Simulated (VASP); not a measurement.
# Al3Cu2 (P-3m1) in VASP: further runs

The runs below take Al3Cu2 through single point, with r2SCAN.

Program: VASP 6.6.1. These are calculated values, not measurements. Logs are shortened: lines on timing, memory, paths and dates and some standing lists are left out, and cuts for length are marked.

## (1) The cell of the first run

It takes space group P-3m1 (No. 164, trigonal). Conventional cell: a = 3.979 Å, b = 3.979 Å, c = 4.840 Å, α = 90.00°, β = 90.00°, γ = 120.00°. Al (site symmetry -3m) has 6 Cu at 2.42 Å and 6 Al at 2.86 Å within 3.2 Å. Within 3.1 Å of Al (site symmetry 3m) lie 5 Cu at 2.37 to 2.48 Å and 6 Al at 2.71 to 2.86 Å. Within 3.1 Å of Cu (site symmetry 3m) lie 8 Al at 2.37 to 2.48 Å and 3 Cu at 2.76 Å.

## (2) Single point, r2SCAN (equal strain along all axes, cell held: -3.0 %, then relaxed in part)

Input file POSCAR:

```
Al3Cu2
1.0
    3.9787574296      0.0000000000      0.0000000000
   -1.9893787148      3.4457050095      0.0000000000
    0.0000000000      0.0000000000      4.8401655516
Al Cu
3 2
Direct
    0.0000000000      0.0000000000      0.0000000000
    0.3333333333      0.6666666667      0.3518530916
    0.6666666667      0.3333333333      0.6481469084
    0.3333333333      0.6666666667      0.8420555072
    0.6666666667      0.3333333333      0.1579444928
```

Input file INCAR.step1:

```
SYSTEM = Al3Cu2
ALGO     = Normal         ! electronic algorithm
EDIFF    = 1E-4           ! SCF threshold, eV
ENCUT    = 520            ! plane-wave cutoff, eV
GGA      = PE             ! functional
ISMEAR   = 0              ! smearing method
LASPH    = .TRUE.         ! aspherical terms in the spheres
LCHARG   = .FALSE.        ! write CHGCAR
LREAL    = .FALSE.        ! projectors in reciprocal space
LWAVE    = .TRUE.         ! write WAVECAR
NBANDS   = 24             ! bands
NELM     = 60             ! most SCF steps
PREC     = Accurate       ! precision mode
SIGMA    = 0.1            ! smearing width, eV
```

Input file INCAR.step2:

```
SYSTEM = Al3Cu2
ALGO     = Normal         ! electronic algorithm
EDIFF    = 1E-7           ! SCF threshold, eV
ENCUT    = 520            ! plane-wave cutoff, eV
ISIF     = 2              ! what is computed and relaxed
ISMEAR   = 0              ! smearing method
ISTART   = 1            
LASPH    = .TRUE.         ! aspherical terms in the spheres
LCHARG   = .TRUE.         ! write CHGCAR
LELF     = .TRUE.         ! ELF
LMIXTAU  = .TRUE.       
LREAL    = .FALSE.        ! projectors in reciprocal space
LVHAR    = .TRUE.       
LWAVE    = .FALSE.        ! write WAVECAR
METAGGA  = R2SCAN         ! meta-GGA
NBANDS   = 24             ! bands
NELM     = 60             ! most SCF steps
PREC     = Accurate       ! precision mode
SIGMA    = 0.1            ! smearing width, eV
```

Input file KPOINTS:

```
k-points
0
G
  12 12 8
  0 0 0
```

Potentials or basis: VASP PAW PBE potentials, release 64 (Al, Cu).

Run with:

```sh
$ cat potpaw_PBE.64/Al/POTCAR potpaw_PBE.64/Cu/POTCAR > POTCAR
$ cp INCAR.step1 INCAR
$ mpirun -np 1 vasp_std > vasp.out
$ cp INCAR.step2 INCAR
$ mpirun -np 1 vasp_std > vasp.out
```

OUTCAR:

```text
SYSTEM = Al3Cu2
   EDIFF = 1E-7
   ENCUT = 520
   ISIF = 2
   ISMEAR = 0
   ISTART = 1
   LASPH = .TRUE.
   LREAL = .FALSE.
   METAGGA = R2SCAN
   NELM = 60
   PREC = Accurate

 ion  position               nearest neighbor table
   1  0.000  0.000  0.000-   4 2.42   5 2.42   4 2.42   5 2.42   5 2.42   4 2.42   2 2.86   3 2.86
                             2 2.86   3 2.86   2 2.86   3 2.86
   2  0.333  0.667  0.352-   4 2.37   4 2.47   5 2.48   5 2.48   5 2.48   3 2.71   3 2.71   3 2.71
                             1 2.86   1 2.86   1 2.86
   3  0.667  0.333  0.648-   5 2.37   5 2.47   4 2.48   4 2.48   4 2.48   2 2.71   2 2.71   2 2.71
                             1 2.86   1 2.86   1 2.86
   4  0.333  0.667  0.842-   2 2.37   1 2.42   1 2.42   1 2.42   2 2.47   3 2.48   3 2.48   3 2.48
                             5 2.76   5 2.76   5 2.76
   5  0.667  0.333  0.158-   3 2.37   1 2.42   1 2.42   1 2.42   3 2.47   2 2.48   2 2.48   2 2.48
                             4 2.76   4 2.76   4 2.76

  LATTYP: Found a hexagonal cell.
 ALAT       =     3.9787574296
 C/A-ratio  =     1.2165017942

  Lattice vectors:

 A1 = (   3.9787574296,   0.0000000000,   0.0000000000)
 A2 = (  -1.9893787148,   3.4457050095,   0.0000000000)
 A3 = (   0.0000000000,   0.0000000000,   4.8401655516)

Analysis of symmetry for initial positions (statically):
=====================================================================
 Subroutine PRICEL returns:
 Original cell was already a primitive cell.

 Routine SETGRP: Setting up the symmetry group for a
 hexagonal supercell.

 Subroutine GETGRP returns: Found 12 space group operations
 (whereof 12 operations were pure point group operations)
 out of a pool of 24 trial point group operations.

The static configuration has the point symmetry D_3d.

Analysis of symmetry for dynamics (positions and initial velocities):
=====================================================================
 Subroutine PRICEL returns:
 Original cell was already a primitive cell.

 Routine SETGRP: Setting up the symmetry group for a
 hexagonal supercell.

 Subroutine GETGRP returns: Found 12 space group operations
 (whereof 12 operations were pure point group operations)
 out of a pool of 24 trial point group operations.

The dynamic configuration has the point symmetry D_3d.

 Subroutine INISYM returns: Found 12 space group operations
 (whereof 12 operations are pure point group operations),
 and found     1 'primitive' translations

----------------------------------------------------------------------------------------

                                     Primitive cell

  volume of cell :      66.3569

  direct lattice vectors                    reciprocal lattice vectors
     3.978757430  0.000000000  0.000000000     0.251334749  0.145108185  0.000000000
    -1.989378715  3.445705010  0.000000000     0.000000000  0.290216370  0.000000000
     0.000000000  0.000000000  4.840165552     0.000000000  0.000000000  0.206604503

  length of vectors
     3.978757430  3.978757430  4.840165552     0.290216370  0.290216370  0.206604503

  position of ions in fractional coordinates (direct lattice)
     0.000000000  0.000000000  0.000000000
     0.333333333  0.666666667  0.351853092
     0.666666667  0.333333333  0.648146908
     0.333333333  0.666666667  0.842055507
     0.666666667  0.333333333  0.157944493

  ion indices of the primitive-cell ions
   primitive index   ion index
                 1           1
                 2           2
                 3           3
                 4           4
                 5           5

----------------------------------------------------------------------------------------

 KPOINTS: k-points

Automatic generation of k-mesh.
 Grid dimensions read from file:
 generate k-points for:   12   12    8

 Generating k-lattice:

  Cartesian coordinates                     Fractional coordinates (reciprocal lattice)
     0.020944562  0.012092349  0.000000000     0.083333333  0.000000000  0.000000000
     0.000000000  0.024184698  0.000000000     0.000000000  0.083333333  0.000000000
     0.000000000  0.000000000  0.025825563     0.000000000  0.000000000  0.125000000

  Length of vectors
     0.024184698  0.024184698  0.025825563

  Shift w.r.t. Gamma in fractional coordinates (k-lattice)
     0.000000000  0.000000000  0.000000000

 Subroutine IBZKPT returns following result:
 ===========================================

 Found    131 irreducible k-points:

 Following reciprocal coordinates:
            Coordinates               Weight
  0.000000  0.000000  0.000000      1.000000
  0.083333  0.000000  0.000000      6.000000
  0.166667 -0.000000  0.000000      6.000000
  0.250000  0.000000  0.000000      6.000000
  0.333333 -0.000000  0.000000      6.000000
  0.416667  0.000000  0.000000      6.000000
[... 16 lines left out ...]
  0.166667 -0.000000  0.125000      6.000000
  0.000000  0.166667  0.125000      6.000000
 [... further k-points ...]
   k-points           NKPTS =    131   k-points in BZ     NKDIM =    131   number of bands    NBANDS=     24
   number of dos      NEDOS =    301   number of ions     NIONS =      5
   total plane-waves  NPLWV =  32400
   dimension x,y,z NGX =    30 NGY =   30 NGZ =   36
   dimension x,y,z NGXF=    60 NGYF=   60 NGZF=   72
   ions per type =               3   2
   NGX,Y,Z   is equivalent  to a cutoff of  12.54, 12.54, 12.36 a.u.
   NGXF,Y,Z  is equivalent  to a cutoff of  25.07, 25.07, 24.73 a.u.
 SYSTEM =  Al3Cu2
   PREC   = accura    normal or accurate (medium, high low for compatibility)
   ISTART =      1    job   : 0-new  1-cont  2-samecut
   ICHARG =      0    charge: 1-file 2-atom 10-const
   ISPIN  =      1    spin polarized calculation?
   LNONCOLLINEAR =      F non collinear calculations
   LSORBIT =      F    spin-orbit coupling
   LASPH  =      T    aspherical Exc in radial PAW
   ENCUT  =  520.0 eV  38.22 Ry    6.18 a.u.   7.40  7.40  9.00*2*pi/ulx,y,z
   NELM   =     60;   NELMIN=  2; NELMDL=  0     # of ELM steps
   EDIFF  = 0.1E-06   stopping-criterion for ELM
   LREAL  =      F    real-space projection
   EDIFFG = 0.1E-05   stopping-criterion for IOM
   NSW    =      0    number of steps for IOM
   IBRION =     -1    ionic relax: 0-MD 1-quasi-New 2-CG
   NFREE  =      0    steps in history (QN), initial steepest desc. (CG)
   ISIF   =      2    stress and relaxation
   ISYM   =      2    0-nonsym 1-usesym 2-fastsym
   POTIM  = 0.5000    time-step for ionic-motion
   TEBEG  =    0.0;   TEEND  =   0.0 temperature during run
   PSTRESS=    0.0 pullay stress
   NELECT =      31.0000    total number of electrons
   NUPDOWN=      -1.0000    fix difference up-down
   EMIN   =  10.00;   EMAX   =-10.00  energy-range for DOS
   EFERMI =   0.00;   METHOD = LEGACY
   ISMEAR =     0;   SIGMA  =   0.10  broadening in eV -4-tet -1-fermi 0-gaus
   EFERMI_NEDOS =   21; number of points for ismear=-14 and -15
   IALGO  =     38    algorithm
   IMIX   =      4    mixing-type and parameters
     AMIX     =   0.40;   BMIX     =  1.00
     AMIX_MAG =   1.60;   BMIX_MAG =  1.00
  volume/ion in A,a.u.               =      13.27        89.56
  Fermi-wavevector in a.u.,A,eV,Ry     =   1.270282  2.400485 21.954583  1.613616
  Thomas-Fermi vector in A             =   2.403278
   LORBIT       =      0    0 simple, 1 ext, 2 COOP (PROOUT), +10 PAW based schemes
   METAGGA = R2SCAN    functional components
   LHFCALC =     F    Hartree Fock is set to
   AEXX    =    0.0000 exact exchange contribution
   IVDW    =     0    specifies the selected vdW correction
   LEPSILON=     F    determine dielectric tensor
   LRPA    =     F    only Hartree local field effects (RPA)
 non-spin polarized calculation
 Gauss-broadening in eV      SIGMA  =   0.10
  energy-cutoff  :      520.00
  volume of cell :       66.36
 maximum number of plane-waves:      1823
 NGX is ok and might be reduce to    30
   NGX = 15   NGY = 15   NGZ = 17

 number of electron      31.0000020 magnetization

 Free energy of the ion-electron system (eV)
  ---------------------------------------------------
  ext. energy  EPLUGINS =         0.00000000
  ---------------------------------------------------
  free energy    TOTEN  =       -42.58282254 eV

  energy without entropy =      -42.57771799  energy(sigma->0) =      -42.58027027

 E-fermi :   9.4037     XC(G=0): -12.1862

 val. band max:        9.3962595796   @ k =   0.1667   0.1667   0.2500
 cond. band min:       9.4052998889   @ k =   0.0000   0.3333   0.2500
 fundamental gap:      0.0090403093
 Fermi energy:         9.4036842512

 k-point     1 :       0.0000    0.0000    0.0000
  band No.  band energies     occupation
      1      -3.1612      2.00000
      2       2.1835      2.00000
      3       2.8260      2.00000
      4       3.3327      2.00000
      5       3.3328      2.00000
      6       3.7133      2.00000
[... 16 lines left out ...]
     23      15.8094      0.00000
     24      15.8094      0.00000

 k-point     2 :       0.0833    0.0000    0.0000
  band No.  band energies     occupation
      1      -3.0687      2.00000
      2       2.2318      2.00000
      3       2.8172      2.00000
      4       3.3541      2.00000
      5       3.3627      2.00000
      6       3.6945      2.00000
[... 16 lines left out ...]
     23      15.5313      0.00000
     24      15.7426      0.00000

 k-point     3 :       0.1667   -0.0000    0.0000
  band No.  band energies     occupation
      1      -2.7926      2.00000
      2       2.3595      2.00000
      3       2.7701      2.00000
      4       3.4012      2.00000
      5       3.4494      2.00000
      6       3.6453      2.00000
[... 16 lines left out ...]
     23      15.3700      0.00000
     24      15.8601      0.00000
[... 514 lines left out ...]
 k-point    23 :       0.1667   -0.0000    0.1250
  band No.  band energies     occupation
      1      -2.6934      2.00000
      2       1.8414      2.00000
      3       2.9162      2.00000
      4       3.3201      2.00000
      5       3.4337      2.00000
      6       3.7063      2.00000
[... 16 lines left out ...]
     23      15.8341      0.00000
     24      16.1449      0.00000

 k-point    24 :       0.0000    0.1667    0.1250
  band No.  band energies     occupation
      1      -2.6931      2.00000
      2       1.8283      2.00000
      3       2.8934      2.00000
      4       3.3917      2.00000
      5       3.4326      2.00000
      6       3.6394      2.00000
[... 16 lines left out ...]
     23      15.8251      0.00000
     24      16.0609      0.00000

 [... further k-points ...]
[... 5 lines left out ...]
  --------------------------------------------------------------------------------------
  -------------------------------------------------------------------------------------
  Total        5.3188614      5.3188614      5.4588583      0.0000000      0.0000000      0.0000000
  in kB      128.4231978    128.4231978    131.8034062      0.0000000      0.0000000      0.0000000
  external PRESSURE =     129.5499339 kB  Pullay stress =       0.0000000 kB

 VOLUME and BASIS-vectors are now :
 -----------------------------------------------------------------------------
  energy-cutoff  :      520.00
  volume of cell :       66.36
      direct lattice vectors                 reciprocal lattice vectors
     3.978757430  0.000000000  0.000000000     0.251334749  0.145108185  0.000000000
    -1.989378715  3.445705010  0.000000000     0.000000000  0.290216370  0.000000000
     0.000000000  0.000000000  4.840165552     0.000000000  0.000000000  0.206604503

 POSITION                                       TOTAL-FORCE (eV/Angst)
 -----------------------------------------------------------------------------------
      0.00000      0.00000      0.00000         0.000000      0.000000     -0.000000
     -0.00000      2.29714      1.70303        -0.000000     -0.000000      0.002551
      1.98938      1.14857      3.13714        -0.000000      0.000000     -0.002551
     -0.00000      2.29714      4.07569         0.000000      0.000000     -0.008609
      1.98938      1.14857      0.76448        -0.000000      0.000000      0.008609
 -----------------------------------------------------------------------------------
    total drift:                               -0.000000      0.000000      0.000000

  FREE ENERGIE OF THE ION-ELECTRON SYSTEM (eV)
  ---------------------------------------------------
  free  energy   TOTEN  =       -42.5828225390 eV

  energy  without entropy=      -42.5777179944  energy(sigma->0) =      -42.58027027
```

Wall time 7.8 min (1 thread of Intel Xeon 6975P-C (Granite Rapids), shared host); peak memory 0.3 GiB.

What came out:

```yaml
Free_energy: -42.5828 eV
Pressure: 13.0 GPa
Largest_force: 0.009 eV/Å
Band_gap_on_the_k_mesh: zero (an odd number of electrons rules out a gap without spin polarisation)
```

Forces in eV/Å, atoms in the order of the input:
```
Al   0.000  0.000  0.000
Al   0.000  0.000  0.003
Al   0.000  0.000 -0.003
Cu   0.000  0.000 -0.009
Cu   0.000  0.000  0.009
```

Levels at points of the mesh, in eV from the Fermi level:
```tsv
k point	band 11	band 12	band 13	band 14	band 15	band 16	band 17	band 18	band 19	band 20
(0.00, 0.00, 0.00)	-4.65	-4.09	-4.07	-0.33	-0.33	1.44	1.44	3.36	3.75	6.10
(0.50, 0.00, 0.00)	-4.79	-4.60	-3.56	-3.46	-2.93	-0.73	0.35	0.48	3.27	4.19
(0.00, 0.00, 0.50)	-4.70	-4.70	1.26	1.26	1.27	1.27	1.79	2.76	2.76	2.84
(0.50, 0.00, 0.50)	-4.81	-4.72	-4.62	-3.91	-2.10	-0.24	0.92	1.34	5.69	6.25
```

Caveat: the cell differs from its parent crystal (equal strain along all axes, cell held: -3.0 %, then relaxed in part); the cell stands under pressure; the PAW data sets were made with another functional, which shifts forces and pressure a little.

[end of part 1 of 2]

The gap in the log of VASP goes by the Fermi energy; the results here count the filled bands.